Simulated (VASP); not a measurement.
# Al in VASP: further runs

The runs below take Al through single point, with PBE.

Everything below comes from runs of VASP 6.6.1. Logs are shortened: lines on timing, memory, paths and dates and some standing lists are left out, and cuts for length are marked.

### Step 1. The cell of the first run

It takes space group Cmcm (No. 63, orthorhombic). The conventional cell has a = 2.849 Å, b = 5.028 Å, c = 4.643 Å, α = 90.00°, β = 90.00°, γ = 90.00°. Al (site symmetry m2m) has 12 Al at 2.85 to 2.89 Å within 3.8 Å.

### Step 2. Single point, PBE

INCAR reads:

```
ALGO = Normal ; EDIFF = 1E-7
ENCUT = 520 ; GGA = PE
ISIF = 2 ; ISMEAR = 0
LASPH = T ; LCHARG = F
LREAL = F ; LWAVE = F
NBANDS = 10 ; NELM = 80
PREC = Accurate ; SIGMA = 0.1
```

KPOINTS reads:

```
k-points
0
Gamma
  8 8 4
```

POSCAR reads:

```
Al
1.0
    1.4246274620     -2.5141256269      0.0000000000
    1.4246274620      2.5141256269      0.0000000000
    0.0000000000      0.0000000000      4.6434962426
Al
2
Direct
    0.3333496911      0.6666503089      0.7500000000
    0.6666503089      0.3333496911      0.2500000000
```

Potentials or basis: VASP PAW PBE potentials, release 64 (Al).

The run is started by

```sh
$ cat potpaw_PBE.64/Al/POTCAR > POTCAR
$ mpirun -np 1 vasp_std > vasp.out
```

OUTCAR:

```text
EDIFF = 1E-7
   ENCUT = 520
   GGA = PE
   ISIF = 2
   ISMEAR = 0
   LASPH = T
   LREAL = F
   NELM = 80
   PREC = Accurate

 ion  position               nearest neighbor table
   1  0.333  0.667  0.750-   2 2.85   2 2.85   2 2.85   2 2.85   2 2.86   2 2.86
   2  0.667  0.333  0.250-   1 2.85   1 2.85   1 2.85   1 2.85   1 2.86   1 2.86

  LATTYP: Found a base centered orthorhombic cell.
 ALAT       =     2.8492549240
 B/A-ratio  =     1.7647600471
 C/A-ratio  =     1.6297229860

  Lattice vectors:

 A1 = (   1.4246274620,  -2.5141256269,   0.0000000000)
 A2 = (   1.4246274620,   2.5141256269,   0.0000000000)
 A3 = (   0.0000000000,   0.0000000000,   4.6434962426)

Analysis of symmetry for initial positions (statically):
=====================================================================
 Subroutine PRICEL returns:
 Original cell was already a primitive cell.

 Routine SETGRP: Setting up the symmetry group for a
 base centered orthorhombic supercell.

 Subroutine GETGRP returns: Found  8 space group operations
 (whereof  4 operations were pure point group operations)
 out of a pool of  8 trial point group operations.

The static configuration has the point symmetry C_2h.
 The point group associated with its full space group is D_2h.

Analysis of symmetry for dynamics (positions and initial velocities):
=====================================================================
 Subroutine PRICEL returns:
 Original cell was already a primitive cell.

 Routine SETGRP: Setting up the symmetry group for a
 base centered orthorhombic supercell.

 Subroutine GETGRP returns: Found  8 space group operations
 (whereof  4 operations were pure point group operations)
 out of a pool of  8 trial point group operations.

The dynamic configuration has the point symmetry C_2h.
 The point group associated with its full space group is D_2h.

 Subroutine INISYM returns: Found  8 space group operations
 (whereof  4 operations are pure point group operations),
 and found     1 'primitive' translations

----------------------------------------------------------------------------------------

                                     Primitive cell

  volume of cell :      33.2632

  direct lattice vectors                    reciprocal lattice vectors
     1.424627462 -2.514125627  0.000000000     0.350968947 -0.198876299  0.000000000
     1.424627462  2.514125627  0.000000000     0.350968947  0.198876299  0.000000000
     0.000000000  0.000000000  4.643496243     0.000000000  0.000000000  0.215354971

  length of vectors
     2.889704323  2.889704323  4.643496243     0.403399286  0.403399286  0.215354971

  position of ions in fractional coordinates (direct lattice)
     0.333349691  0.666650309  0.750000000
     0.666650309  0.333349691  0.250000000

  ion indices of the primitive-cell ions
   primitive index   ion index
                 1           1
                 2           2

----------------------------------------------------------------------------------------

 KPOINTS: k-points

Automatic generation of k-mesh.
 Grid dimensions read from file:
 generate k-points for:    8    8    4

 Generating k-lattice:

  Cartesian coordinates                     Fractional coordinates (reciprocal lattice)
     0.043871118 -0.024859537  0.000000000     0.125000000  0.000000000  0.000000000
     0.043871118  0.024859537  0.000000000     0.000000000  0.125000000  0.000000000
     0.000000000  0.000000000  0.053838743     0.000000000  0.000000000  0.250000000

  Length of vectors
     0.050424911  0.050424911  0.053838743

  Shift w.r.t. Gamma in fractional coordinates (k-lattice)
     0.000000000  0.000000000  0.000000000

 Subroutine IBZKPT returns following result:
 ===========================================

 Found     63 irreducible k-points:

 Following reciprocal coordinates:
            Coordinates               Weight
  0.000000  0.000000  0.000000      1.000000
  0.125000  0.000000  0.000000      4.000000
  0.250000  0.000000  0.000000      4.000000
  0.375000  0.000000  0.000000      4.000000
  0.500000  0.000000  0.000000      2.000000
  0.125000  0.125000  0.000000      2.000000
[... 16 lines left out ...]
  0.125000  0.000000  0.250000      8.000000
  0.250000  0.000000  0.250000      8.000000
 [... further k-points ...]
   k-points           NKPTS =     63   k-points in BZ     NKDIM =     63   number of bands    NBANDS=     10
   number of dos      NEDOS =    301   number of ions     NIONS =      2
   total plane-waves  NPLWV =  20736
   dimension x,y,z NGX =    24 NGY =   24 NGZ =   36
   dimension x,y,z NGXF=    48 NGYF=   48 NGZF=   72
   ions per type =               2
   NGX,Y,Z   is equivalent  to a cutoff of  13.81, 13.81, 12.89 a.u.
   NGXF,Y,Z  is equivalent  to a cutoff of  27.61, 27.61, 25.78 a.u.
 SYSTEM =  unknown system
   PREC   = accura    normal or accurate (medium, high low for compatibility)
   ISTART =      0    job   : 0-new  1-cont  2-samecut
   ICHARG =      2    charge: 1-file 2-atom 10-const
   ISPIN  =      1    spin polarized calculation?
   LNONCOLLINEAR =      F non collinear calculations
   LSORBIT =      F    spin-orbit coupling
   LASPH  =      T    aspherical Exc in radial PAW
   ENCUT  =  520.0 eV  38.22 Ry    6.18 a.u.   5.37  5.37  8.63*2*pi/ulx,y,z
   NELM   =     80;   NELMIN=  2; NELMDL= -5     # of ELM steps
   EDIFF  = 0.1E-06   stopping-criterion for ELM
   LREAL  =      F    real-space projection
   EDIFFG = 0.1E-05   stopping-criterion for IOM
   NSW    =      0    number of steps for IOM
   IBRION =     -1    ionic relax: 0-MD 1-quasi-New 2-CG
   NFREE  =      0    steps in history (QN), initial steepest desc. (CG)
   ISIF   =      2    stress and relaxation
   ISYM   =      2    0-nonsym 1-usesym 2-fastsym
   POTIM  = 0.5000    time-step for ionic-motion
   TEBEG  =    0.0;   TEEND  =   0.0 temperature during run
   PSTRESS=    0.0 pullay stress
   NELECT =       6.0000    total number of electrons
   NUPDOWN=      -1.0000    fix difference up-down
   EMIN   =  10.00;   EMAX   =-10.00  energy-range for DOS
   EFERMI =   0.00;   METHOD = LEGACY
   ISMEAR =     0;   SIGMA  =   0.10  broadening in eV -4-tet -1-fermi 0-gaus
   EFERMI_NEDOS =   21; number of points for ismear=-14 and -15
   IALGO  =     38    algorithm
   IMIX   =      4    mixing-type and parameters
     AMIX     =   0.40;   BMIX     =  1.00
     AMIX_MAG =   1.60;   BMIX_MAG =  1.00
  volume/ion in A,a.u.               =      16.63       112.24
  Fermi-wavevector in a.u.,A,eV,Ry     =   0.924991  1.747979 11.641255  0.855608
  Thomas-Fermi vector in A             =   2.050797
   LORBIT       =      0    0 simple, 1 ext, 2 COOP (PROOUT), +10 PAW based schemes
   GGA     = PE    functional components
   LHFCALC =     F    Hartree Fock is set to
   AEXX    =    0.0000 exact exchange contribution
   IVDW    =     0    specifies the selected vdW correction
   LEPSILON=     F    determine dielectric tensor
   LRPA    =     F    only Hartree local field effects (RPA)
 non-spin polarized calculation
 Gauss-broadening in eV      SIGMA  =   0.10
  energy-cutoff  :      520.00
  volume of cell :       33.26
 maximum number of plane-waves:       913
 NGX is ok and might be reduce to    24

 number of electron       6.0000000 magnetization

 Free energy of the ion-electron system (eV)
  ---------------------------------------------------
  ext. energy  EPLUGINS =         0.00000000
  ---------------------------------------------------
  free energy    TOTEN  =        -7.34083151 eV

  energy without entropy =       -7.33665967  energy(sigma->0) =       -7.33874559

 E-fermi :   8.0029     XC(G=0): -10.1695

 val. band max:        7.9859506518   @ k =  -0.3750   0.2500   0.0000
 cond. band min:       8.1235284123   @ k =   0.3750   0.1250   0.2500
 fundamental gap:      0.1375777605
 Fermi energy:         8.0028917860

 k-point     1 :       0.0000    0.0000    0.0000
  band No.  band energies     occupation
      1      -3.1652      2.00000
      2       3.4283      2.00000
      3       3.6738      2.00000
      4      18.0030      0.00000
      5      18.4411      0.00000
      6      18.4425      0.00000
      7      18.9640      0.00000
      8      20.1218      0.00000
      9      21.6944      0.00000
     10      22.4541      0.00000

 k-point     2 :       0.1250    0.0000    0.0000
  band No.  band energies     occupation
      1      -2.7894      2.00000
      2       3.7773      2.00000
      3       4.0401      2.00000
      4      14.3650      0.00000
      5      16.0383      0.00000
      6      17.5821      0.00000
      7      20.2529      0.00000
      8      20.2753      0.00000
      9      21.2136      0.00000
     10      21.6652      0.00000

 k-point     3 :       0.2500    0.0000    0.0000
  band No.  band energies     occupation
      1      -1.6680      2.00000
      2       4.8236      2.00000
      3       5.1101      2.00000
      4       9.9691      0.00000
      5      14.4358      0.00000
      6      15.4397      0.00000
      7      16.0114      0.00000
      8      16.9936      0.00000
      9      20.1985      0.00000
     10      20.5288      0.00000

 k-point     4 :       0.3750    0.0000    0.0000
  band No.  band energies     occupation
      1       0.1805      2.00000
      2       5.7516      2.00000
      3       6.5603      2.00000
      4       7.2448      2.00000
      5      12.2316      0.00000
      6      12.4409      0.00000
      7      13.4963      0.00000
      8      15.3730      0.00000
      9      19.3473      0.00000
     10      19.4790      0.00000

 k-point     5 :       0.5000    0.0000    0.0000
  band No.  band energies     occupation
      1       2.6271      2.00000
      2       2.8236      2.00000
      3       8.6077      0.00000
      4       9.1790      0.00000
      5       9.4927      0.00000
      6       9.7948      0.00000
      7      13.1734      0.00000
      8      14.9368      0.00000
      9      19.0647      0.00000
     10      19.1241      0.00000

 k-point     6 :       0.1250    0.1250    0.0000
  band No.  band energies     occupation
      1      -2.0304      2.00000
      2       4.4848      2.00000
      3       4.7697      2.00000
      4      12.2678      0.00000
      5      12.2898      0.00000
      6      17.7564      0.00000
      7      18.1818      0.00000
      8      18.6663      0.00000
      9      19.1725      0.00000
     10      19.6754      0.00000
[... 183 lines left out ...]
 k-point    21 :       0.5000    0.5000    0.0000
  band No.  band energies     occupation
      1       2.4290      2.00000
      2       2.7094      2.00000
      3       8.4108      0.00000
      4       9.0497      0.00000
      5       9.3931      0.00000
      6       9.5873      0.00000
      7      13.6738      0.00000
      8      15.3477      0.00000
      9      19.5623      0.00000
     10      19.5738      0.00000

 k-point    22 :       0.0000    0.0000    0.2500
  band No.  band energies     occupation
      1      -2.7365      2.00000
      2       0.6470      2.00000
      3       7.2085      2.00000
      4      16.4258      0.00000
      5      18.3535      0.00000
      6      18.7803      0.00000
      7      18.8129      0.00000
      8      19.3352      0.00000
      9      21.1910      0.00000
     10      21.6059      0.00000

 k-point    23 :       0.1250    0.0000    0.2500
  band No.  band energies     occupation
      1      -2.3618      2.00000
      2       1.0128      2.00000
      3       7.5516      2.00000
      4      14.6927      0.00000
      5      16.3837      0.00000
      6      16.7080      0.00000
      7      17.5429      0.00000
      8      18.9002      0.00000
      9      19.3353      0.00000
     10      21.1980      0.00000

 k-point    24 :       0.2500    0.0000    0.2500
  band No.  band energies     occupation
      1      -1.2438      2.00000
      2       2.1027      2.00000
      3       8.5101      0.00000
      4      10.4034      0.00000
      5      13.4116      0.00000
      6      14.8161      0.00000
      7      16.2358      0.00000
      8      17.7672      0.00000
      9      18.3248      0.00000
     10      19.0838      0.00000

 [... further k-points ...]
[... 5 lines left out ...]
  --------------------------------------------------------------------------------------
  -------------------------------------------------------------------------------------
  Total        0.1738220      0.0823009     -0.0660145      0.0000000     -0.0000000      0.0000000
  in kB        8.3724361      3.9641634     -3.1797021      0.0000000     -0.0000000      0.0000000
  external PRESSURE =       3.0522991 kB  Pullay stress =       0.0000000 kB

 VOLUME and BASIS-vectors are now :
 -----------------------------------------------------------------------------
  energy-cutoff  :      520.00
  volume of cell :       33.26
      direct lattice vectors                 reciprocal lattice vectors
     1.424627462 -2.514125627  0.000000000     0.350968947 -0.198876299  0.000000000
     1.424627462  2.514125627  0.000000000     0.350968947  0.198876299  0.000000000
     0.000000000  0.000000000  4.643496243     0.000000000  0.000000000  0.215354971

 POSITION                                       TOTAL-FORCE (eV/Angst)
 -----------------------------------------------------------------------------------
      1.42463      0.83796      3.48262         0.000000      0.001775     -0.000000
      1.42463     -0.83796      1.16087         0.000000     -0.001775      0.000000
 -----------------------------------------------------------------------------------
    total drift:                               -0.000000     -0.000000      0.000000

  FREE ENERGIE OF THE ION-ELECTRON SYSTEM (eV)
  ---------------------------------------------------
  free  energy   TOTEN  =        -7.3408315117 eV

  energy  without entropy=       -7.3366596655  energy(sigma->0) =       -7.33874559
```

Wall time 16 s (1 thread of Intel Xeon 6975P-C (Granite Rapids), shared host); peak memory 0.15 GiB.

What came out:

| Quantity | Value |
| --- | --- |
| Free energy | -7.3408 eV |
| Pressure | 0.3 GPa |
| Band gap on the k mesh | zero (bands 3 and 4 overlap by 7.74 eV) |

### Step 3. Single point, PBE

This run uses another cell than the first one: it holds 8 atoms, not 2.

INCAR reads:

```
ALGO = Fast
EDIFF = 1E-7
ENCUT = 520
GGA = PE
ISIF = 2
ISMEAR = 0
LASPH = T
LCHARG = F
LREAL = F
LWAVE = F
NBANDS = 22
NELM = 60
PREC = Accurate
SIGMA = 0.2
```

KPOINTS reads:

```
k-points
0
Gamma
  6 4 6
```

POSCAR reads:

```
Al
1.0
    5.6976315830      0.0076819170     -0.0997487808
    2.9287485310      0.0085347761      4.9777392976
    2.8409507035     -4.6396470516     -0.0536948161
Al
8
Direct
    0.2920683553     -0.0837269913     -0.0000226414
    0.7920461723      0.4162715015      0.0000015146
    0.7079541904      0.0837299273      0.5000015728
    0.2079339197      0.5837251376      0.5000201531
    0.2079506517      0.0837297624      0.4999987973
    0.7079293208      0.5837255109      0.5000213998
    0.7920705907      0.9162748894     -0.0000205578
    0.2920467992      0.4162702623     -0.0000002385
```

Potentials or basis: VASP PAW PBE potentials, release 64 (Al).

The run is started by

```sh
$ cat potpaw_PBE.64/Al/POTCAR > POTCAR
$ mpirun -np 1 vasp_std > vasp.out
```

Wall time 5.8 min (1 thread of Intel Xeon 6975P-C (Granite Rapids), shared host); peak memory 0.34 GiB.

The run converged. Its results:

* Free energy: -29.7371 eV
* Pressure: 0.0 GPa
* Band gap on the k mesh: zero (bands 12 and 13 overlap by 4.90 eV)

Stress tensor (GPa, compression positive):
```
-0.09 -0.02 -0.04
-0.02 -0.01 -0.08
-0.04 -0.08  0.06
```

Levels at points of the mesh, in eV from the Fermi level:
```csv
k point,band 8,band 9,band 10,band 11,band 12,band 13,band 14,band 15,band 16,band 17
"(0.00, 0.00, 0.00)",-3.84,-3.82,-3.16,-3.15,-3.13,-3.10,0.52,1.18,1.49,1.71
"(0.50, 0.00, 0.00)",-3.02,-0.66,-0.66,-0.33,-0.33,0.61,0.61,2.35,2.35,2.50
"(0.00, 0.50, 0.00)",-3.11,-2.80,-2.80,0.34,0.34,0.36,0.36,1.01,1.01,1.04
"(0.50, 0.50, 0.00)",-3.05,-0.66,-0.66,-0.35,-0.35,0.60,0.60,2.39,2.39,2.55
"(0.00, 0.00, 0.50)",-3.97,-3.34,-3.31,0.70,0.72,1.29,1.31,1.60,1.60,1.91
"(0.50, 0.00, 0.50)",-3.06,-0.67,-0.67,-0.36,-0.36,0.63,0.63,2.39,2.39,2.49
"(0.00, 0.50, 0.50)",-1.40,-0.87,-0.87,-0.26,-0.26,0.65,0.65,3.08,3.08,3.11
"(0.50, 0.50, 0.50)",-3.05,-0.64,-0.64,-0.37,-0.37,0.65,0.65,2.36,2.36,2.52
```

[end of part 1 of 2]

The gap in the log of VASP goes by the Fermi energy; the results here count the filled bands.